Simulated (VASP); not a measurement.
# SnTe3As (P6_3/mmc) in VASP: further runs, part 2 of 2

VASP 6.6.1.

## (4) Relaxation of cell and atoms, PBE

Contents of INCAR:

```
  ALGO = Normal
  EDIFF = 1E-6
  EDIFFG = -0.04
  ENCUT = 600
  GGA = PE
  IBRION = 2
  ISIF = 3
  ISMEAR = 0
  LASPH = T
  LCHARG = F
  LREAL = F
  LWAVE = F
  NELM = 60
  NSW = 90
  PREC = Accurate
  SIGMA = 0.1
```

Contents of KPOINTS:

```
k-points
0
Gamma
  3 3 4
```

Contents of POSCAR:

```
SnTe3As
1.0
    7.3065775500      0.0000000000      0.0000000000
   -3.6532887700      6.3276817700      0.0000000000
    0.0000000000      0.0000000000      6.4964621500
Sn Te As
2 6 2
Direct
    0.6666666700      0.3333333300      0.2500000000
    0.3333333300      0.6666666700      0.7500000000
    0.3253210500      0.1626605200      0.7500000000
    0.6746789500      0.8373394800      0.2500000000
    0.8373394800      0.1626605200      0.7500000000
    0.1626605200      0.8373394800      0.2500000000
    0.8373394800      0.6746789500      0.7500000000
    0.1626605200      0.3253210500      0.2500000000
    0.0000000000      0.0000000000      0.5000000000
    0.0000000000      0.0000000000      0.0000000000
```

Command:

```console
$ cat potpaw_PBE.64/Sn_d/POTCAR potpaw_PBE.64/Te/POTCAR potpaw_PBE.64/As/POTCAR > POTCAR
$ mpirun -np 1 vasp_std > vasp.out
```

Run time: 36 min. Hardware: 1 thread of AMD EPYC 7R43 (Zen 3), shared host; peak memory 0.51 GiB.

The run converged. Its results:

* Free energy: -34.0486 eV
* Relaxed volume: 30.84 Å³/atom
* Relaxed cell: a = 7.254 Å, b = 7.254 Å, c = 6.767 Å, α = 90.00°, β = 90.00°, γ = 120.00°
* Space group after relaxing (to 0.1 Å): P6_3/mmc (No. 194)
* Energy gained by relaxing: 163.3 meV/atom
* Ionic steps: 9
* Pressure after relaxing: 0.1 GPa
* Largest force after relaxing: 0.012 eV/Å
* Band gap on the k mesh: zero (bands 37 and 38 overlap by 1.11 eV)

Forces in eV/Å, atoms in the order of the input:
```
Sn   0.000  0.000  0.000
Sn   0.000  0.000  0.000
Te  -0.010 -0.006  0.000
Te   0.010  0.006  0.000
Te   0.010 -0.006  0.000
Te  -0.010  0.006  0.000
Te   0.000  0.012  0.000
Te   0.000 -0.012  0.000
As   0.000  0.000  0.000
As   0.000  0.000  0.000
```

Step by step:
```
step  energy change (eV)  largest force (eV/Å)  pressure (GPa)  volume (Å³)
   1              0.0000                2.6510            6.12       300.36
   2             -0.9658                0.0163           -3.67       353.06
   3             -1.1943                0.5979           -1.49       334.54
   4             -1.4136                0.4935           -0.99       324.74
   5             -1.6150                0.0786            0.94       302.82
   6             -1.6206                0.1830            0.52       306.51
   7             -1.6211                0.1579            0.62       305.57
   8             -1.6291                0.1039           -0.24       309.98
   9             -1.6326                0.0120            0.06       308.39
```

Final structure:
```yaml
crystal:
  lattice:
    - [7.25390, 0.00000, 0.00000]
    - [-3.62695, 6.28206, 0.00000]
    - [0.00000, 0.00000, 6.76741]
  atoms:
    - { symbol: Sn, position: [0.66667, 0.33333, 0.25000] }
    - { symbol: Sn, position: [0.33333, 0.66667, 0.75000] }
    - { symbol: Te, position: [0.35785, 0.17893, 0.75000] }
    - { symbol: Te, position: [0.64215, 0.82107, 0.25000] }
    - { symbol: Te, position: [0.82107, 0.17893, 0.75000] }
    - { symbol: Te, position: [0.17893, 0.82107, 0.25000] }
    - { symbol: Te, position: [0.82107, 0.64215, 0.75000] }
    - { symbol: Te, position: [0.17893, 0.35785, 0.25000] }
    - { symbol: As, position: [0.00000, 0.00000, 0.50000] }
    - { symbol: As, position: [0.00000, 0.00000, 0.00000] }
```

Levels at points of the mesh, in eV from the Fermi level:
```
           k point  band 34  band 35  band 36  band 37  band 38  band 39  band 40  band 41
(0.00, 0.00, 0.00)    -1.32    -0.41    -0.19     0.22     0.22     0.62     1.61     2.41
(0.00, 0.00, 0.50)    -0.78    -0.78    -0.78     0.05     0.05     0.24     0.24     1.73
```

Caveat: spin-orbit coupling is left out, which moves the levels of the heavy elements.

## (5) Single point, PBE

This run uses another cell than the first one, of 30.58 Å³/atom.

Contents of INCAR:

```
PREC     = Accurate       # precision mode
ENCUT    = 520            # plane-wave cutoff, eV
EDIFF    = 1E-6           # SCF threshold, eV
ISMEAR   = 0              # smearing method
SIGMA    = 0.1            # smearing width, eV
LREAL    = False          # projectors in reciprocal space
LASPH    = True           # aspherical terms in the spheres
NELM     = 60             # most SCF steps
ALGO     = Normal         # electronic algorithm
ISIF     = 2              # what is computed and relaxed
LWAVE    = False          # write WAVECAR
LCHARG   = False          # write CHGCAR
GGA      = PE             # functional
NBANDS   = 48             # bands
```

Contents of KPOINTS:

```
regular mesh
0
Gamma
  6 6 6
```

Contents of POSCAR:

```
SnTe3As
1.0
    7.2955488058      0.0000000000      0.0000000000
   -3.6477744029      6.3181306003      0.0000000000
    0.0000000000      0.0000000000      6.6336095099
Sn Te As
2 6 2
Direct
    0.6666666667      0.3333333333      0.2500000000
    0.3333333333      0.6666666667      0.7500000000
    0.3600703388      0.1800351694      0.7500000000
    0.6399296612      0.8199648306      0.2500000000
    0.8199648306      0.1800351694      0.7500000000
    0.1800351694      0.8199648306      0.2500000000
    0.8199648306      0.6399296612      0.7500000000
    0.1800351694      0.3600703388      0.2500000000
    0.0000000000      0.0000000000      0.5000000000
    0.0000000000      0.0000000000      0.0000000000
```

Command:

```console
$ cat potpaw_PBE.64/Sn_d/POTCAR potpaw_PBE.64/Te/POTCAR potpaw_PBE.64/As/POTCAR > POTCAR
$ mpirun -np 1 vasp_std > vasp.out
```

Run time: 17 min. Hardware: 1 thread of AMD EPYC 7R43 (Zen 3), shared host; peak memory 0.54 GiB.

It converged, with:

- Free energy: -34.2076 eV
- Pressure: 0.0 GPa
- Largest force: 0.015 eV/Å
- Band gap on the k mesh: zero (bands 37 and 38 overlap by 1.15 eV)

Forces in eV/Å, atoms in the order of the input:
```
Sn   0.000  0.000  0.000
Sn   0.000  0.000  0.000
Te   0.013  0.008  0.000
Te  -0.013 -0.008  0.000
Te  -0.013  0.008  0.000
Te   0.013 -0.008  0.000
Te   0.000 -0.015  0.000
Te   0.000  0.015  0.000
As   0.000  0.000  0.000
As   0.000  0.000  0.000
```

Levels at points of the mesh, in eV from the Fermi level:
```
           k point  band 35  band 36  band 37  band 38  band 39  band 40
(0.00, 0.00, 0.00)    -0.33     0.16     0.33     0.33     0.81     1.60
(0.50, 0.00, 0.00)    -0.80    -0.47    -0.40     0.09     0.40     0.42
(0.00, 0.00, 0.50)    -0.70    -0.70     0.17     0.17     0.38     0.38
(0.50, 0.00, 0.50)    -0.55    -0.55    -0.17    -0.17     0.46     0.46
```

Caveat: spin-orbit coupling is left out, which moves the levels of the heavy elements.

## (6) Overview

```tsv
task	cell	k mesh	cutoff (eV)	gap on the mesh (eV)	pressure (GPa)	largest force (eV/Å)
single point	a = 7.307, b = 7.307, c = 6.496 Å, angles 90.0, 90.0, 120.0°, 10 atoms, atomic positions A	3 × 3 × 4	520	none	6.1	2.65
single point	a = 7.239, b = 7.239, c = 6.824 Å, angles 90.0, 90.0, 120.0°, 10 atoms, atomic positions B	3 × 3 × 4	520	none	0.0	0.01
relaxation of cell and atoms	relaxed from a = 7.307, b = 7.307, c = 6.496 Å, angles 90.0, 90.0, 120.0°, 10 atoms, atomic positions A	3 × 3 × 4	600	none	0.1	0.01
single point	a = 7.296, b = 7.296, c = 6.634 Å, angles 90.0, 90.0, 120.0°, 10 atoms, atomic positions C	6 × 6 × 6	520	none	0.0	0.02
```

Alike in all rows: level PBE; potentials or basis VASP PAW PBE potentials, release 64 (Sn_d, Te, As); no spin polarisation; smearing gaussian 0.1 eV.

Caveats: spin-orbit coupling is left out, which moves the levels of the heavy elements; the cell stands under pressure (at least some runs); forces of over 1 eV/Å act on the atoms, so gaps and moduli don't describe the material at rest (at least some runs).

Absolute energies hang on the potentials; compare differences alone.
